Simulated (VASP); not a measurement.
SrO:

```
Sr O
1.0
     0.00000    2.56630    2.56630
     2.56630    0.00000    2.56630
     2.56630    2.56630    0.00000
Sr O
1 1
Direct
  0.50000 0.50000 0.50000
  0.00000 0.00000 0.00000
```

Program: VASP 6.6.1. Alike in all runs: task single point; level RPBE; potentials or basis VASP PAW PBE potentials, release 64 (Sr_sv, O); no spin polarisation; cell as given; cutoff (eV) 520; smearing gaussian 0.01 eV.

Question: Order these runs on this cell by their band gap on the k mesh, lowest first.
A. k mesh 3 × 3 × 3
B. k mesh 6 × 6 × 6
C. k mesh 5 × 5 × 5

Answer: B (3.38 eV), C (3.56 eV), A (3.86 eV).

Caveats: some runs use coarse meshes.

A k mesh can miss the band edges, odd and even meshes differently.
